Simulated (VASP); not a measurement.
# MgO (Periclase) (Fm-3m) in VASP: vibrations by perturbation theory with PBEsol

Aim: the vibrations by perturbation theory of MgO (Periclase) with PBEsol.

Program: VASP 6.6.1. These are calculated values, not measurements. Logs are shortened: lines on timing, memory, paths and dates and some standing lists are left out, and cuts for length are marked.

### Step 1. The cell of the first run

Symmetry: Fm-3m, No. 225, cubic system. The conventional cell has a = 4.217 Å, b = 4.217 Å, c = 4.217 Å, α = 90.00°, β = 90.00°, γ = 90.00°. Within 2.8 Å of Mg (site symmetry m-3m) lie 6 O at 2.11 Å. Within 2.8 Å of O (site symmetry m-3m) lie 6 Mg at 2.11 Å.

### Step 2. Vibrations by perturbation theory, PBEsol

Contents of INCAR:

```
ALGO = Normal
EDIFF = 1E-8
ENCUT = 520
GGA = PS
IBRION = 8
ISIF = 2
ISMEAR = 0
LASPH = T
LCHARG = T
LREAL = F
LWAVE = F
NBANDS = 11
NELM = 60
NSW = 1
PREC = Accurate
SIGMA = 0.01
```

Contents of KPOINTS:

```
k-points
0
Gamma
  8 8 8
```

Contents of POSCAR:

```
MgO
1.0
    0.0000000000      2.1085000000      2.1085000000
    2.1085000000      0.0000000000      2.1085000000
    2.1085000000      2.1085000000      0.0000000000
Mg O
1 1
Direct
    0.0000000000      0.0000000000      0.0000000000
    0.5000000000      0.5000000000      0.5000000000
```

Potentials or basis: VASP PAW PBE potentials, release 64 (Mg, O).

The run is started by

```console
> cat potpaw_PBE.64/Mg/POTCAR potpaw_PBE.64/O/POTCAR > POTCAR
> mpirun -np 1 vasp_std > vasp.out
```

OUTCAR:

```text
EDIFF = 1E-8
   ENCUT = 520
   GGA = PS
   IBRION = 8
   ISIF = 2
   ISMEAR = 0
   LASPH = T
   LREAL = F
   NELM = 60
   NSW = 1
   PREC = Accurate

 ion  position               nearest neighbor table
   1  0.000  0.000  0.000-   2 2.11   2 2.11   2 2.11   2 2.11   2 2.11   2 2.11
   2  0.500  0.500  0.500-   1 2.11   1 2.11   1 2.11   1 2.11   1 2.11   1 2.11

  LATTYP: Found a face centered cubic cell.
 ALAT       =     4.2170000000

  Lattice vectors:

 A1 = (   0.0000000000,   2.1085000000,   2.1085000000)
 A2 = (   2.1085000000,   0.0000000000,   2.1085000000)
 A3 = (   2.1085000000,   2.1085000000,   0.0000000000)

Analysis of symmetry for initial positions (statically):
=====================================================================
 Subroutine PRICEL returns:
 Original cell was already a primitive cell.

 Routine SETGRP: Setting up the symmetry group for a
 face centered cubic supercell.

 Subroutine GETGRP returns: Found 48 space group operations
 (whereof 48 operations were pure point group operations)
 out of a pool of 48 trial point group operations.

The static configuration has the point symmetry O_h .

Analysis of symmetry for dynamics (positions and initial velocities):
=====================================================================
 Subroutine PRICEL returns:
 Original cell was already a primitive cell.

 Routine SETGRP: Setting up the symmetry group for a
 face centered cubic supercell.

 Subroutine GETGRP returns: Found 48 space group operations
 (whereof 48 operations were pure point group operations)
 out of a pool of 48 trial point group operations.

The dynamic configuration has the point symmetry O_h .

 Subroutine INISYM returns: Found 48 space group operations
 (whereof 48 operations are pure point group operations),
 and found     1 'primitive' translations

[... 497 lines left out ...]
  in kB       -8.2517018     -8.2517018     -8.2517018      0.0000000      0.0000000      0.0000000
  external PRESSURE =      -8.2517018 kB  Pullay stress =       0.0000000 kB

 VOLUME and BASIS-vectors are now :
 -----------------------------------------------------------------------------
  energy-cutoff  :      520.00
  volume of cell :       18.75
      direct lattice vectors                 reciprocal lattice vectors
     0.000000000  2.108500000  2.108500000    -0.237135404  0.237135404  0.237135404
     2.108500000  0.000000000  2.108500000     0.237135404 -0.237135404  0.237135404
     2.108500000  2.108500000  0.000000000     0.237135404  0.237135404 -0.237135404

 POSITION                                       TOTAL-FORCE (eV/Angst)
 -----------------------------------------------------------------------------------
      0.00000      0.00000      0.00000         0.000000      0.000000     -0.000000
      2.10850      2.10850      2.10850        -0.000000     -0.000000      0.000000
 -----------------------------------------------------------------------------------
    total drift:                               -0.000000     -0.000000      0.000000

  FREE ENERGIE OF THE ION-ELECTRON SYSTEM (eV)
  ---------------------------------------------------
  free  energy   TOTEN  =       -12.5123113043 eV

  energy  without entropy=      -12.5123113043  energy(sigma->0) =      -12.51231130

[... ionic steps 2 to 3 ...]

--------------------------------------- Ionic step        4  -------------------------------------------

------------------------ aborting loop because EDIFF is reached ----------------------------------------

[... ionic steps 5 to 6 ...]

--------------------------------------- Ionic step        7  -------------------------------------------

 Free energy of the ion-electron system (eV)
  ---------------------------------------------------
  ---------------------------------------------------
  free energy    TOTEN  =        -0.35754548 eV

  energy without entropy =       -0.35754548

------------------------ aborting loop because EDIFF is reached ----------------------------------------

 INTERNAL STRAIN TENSOR  FOR ION    2  DIRECTION 1   (eV/Angst):
 -----------------------------------------------------------------------------
    -0.00538 -0.00000  0.00000
     0.00000  0.00708 -0.00000
    -0.00000 -0.00000  0.00708

 INTERNAL STRAIN TENSOR FOR ION    2 for displacements in x,y,z  (eV/Angst):
          X           Y           Z          XY          YZ          ZX
  --------------------------------------------------------------------------------
  x     0.00000     0.00000     0.00000     0.00000     0.00000     0.00000
  y     0.00000     0.00000     0.00000     0.00000     0.00000     0.00000
  z     0.00000     0.00000     0.00000     0.00000     0.00000     0.00000

 SECOND DERIVATIVES (NOT SYMMETRIZED)
 ------------------------------------
               1X          1Y          1Z          2X          2Y          2Z
  1X    -5.335105    0.000000    0.000000    5.335105    0.000000    0.000000
  1Y     0.000000   -5.335105    0.000000    0.000000    5.335105    0.000000
  1Z     0.000000    0.000000   -5.335105    0.000000    0.000000    5.335105
  2X     5.358049    0.000000    0.000000   -5.358049    0.000000    0.000000
  2Y     0.000000    5.358049    0.000000    0.000000   -5.358049    0.000000
  2Z     0.000000    0.000000    5.358049    0.000000    0.000000   -5.358049

 Eigenvectors and eigenvalues of the dynamical matrix
 ----------------------------------------------------

   1 f  =   11.640095 THz    73.136873 2PiTHz  388.271772 cm-1    48.139543 meV
             X         Y         Z           dx          dy          dz
      0.000000  0.000000  0.000000    -0.000000   -0.629243    0.000000
      2.108500  2.108500  2.108500     0.000000    0.777209    0.000000
[... 21 lines left out ...]
   6 f/i=    0.012214 THz     0.076745 2PiTHz    0.407428 cm-1     0.050515 meV
             X         Y         Z           dx          dy          dz
      0.000000  0.000000  0.000000     0.184582   -0.754972    0.000000
      2.108500  2.108500  2.108500     0.149441   -0.611240    0.000000

--------------------------------------------------------------------------------------------------------

 ELASTIC MODULI CONTR FROM IONIC RELAXATION (kBar)
 Direction    XX          YY          ZZ          XY          YZ          ZX
 --------------------------------------------------------------------------------
 XX           0.0000      0.0000      0.0000      0.0000      0.0000      0.0000
 YY           0.0000      0.0000      0.0000      0.0000      0.0000      0.0000
 ZZ           0.0000      0.0000      0.0000      0.0000      0.0000      0.0000
 XY           0.0000      0.0000      0.0000      0.0000      0.0000      0.0000
 YZ           0.0000      0.0000      0.0000      0.0000      0.0000      0.0000
 ZX           0.0000      0.0000      0.0000      0.0000      0.0000      0.0000
 --------------------------------------------------------------------------------
```

stdout:

```text
POSCAR found type information on POSCAR MgO
 POSCAR found :  2 types and       2 ions
 scaLAPACK will be used
 -----------------------------------------------------------------------------
|                                                                             |
|                                                                             |
|     You enforced a specific xc type in the INCAR file but a different       |
|     I HOPE YOU KNOW WHAT YOU ARE DOING!                                     |
|                                                                             |
 -----------------------------------------------------------------------------

 LDA part: xc-table for (Slater+PW92), standard interpolation
 POSCAR, INCAR and KPOINTS ok, starting setup
 FFT: planning ... GRIDC
 FFT: planning ... GRID_SOFT
 FFT: planning ... GRID
 WAVECAR not read
 entering main loop
 Linear response reoptimize wavefunctions to high precision
 Linear response DOF=           2
 Linear response progress:
 first order change of Fermi-energy   0.44015E-04
 force on displaced ion       1 direction 1 :  -5.335   0.000   0.000
 Linear response progress:
 first order change of Fermi-energy   0.11074E-02
 force on displaced ion       2 direction 1 :  -5.358   0.000   0.000
 Linear response finished
```

Wall time 33 s (1 thread of Intel Xeon 6975P-C, shared host); peak memory 0.17 GiB.

What came out:

- Highest phonon frequency at Γ, LO-TO splitting left out: 388 cm⁻¹

Phonon frequencies in cm⁻¹ (negative: imaginary):
| q point | frequencies |
| --- | --- |
| (0.000, 0.000, 0.000) | 0 0 0 388 388 388 |

Caveat: the PAW data sets were made with another functional, which shifts forces and pressure a little.
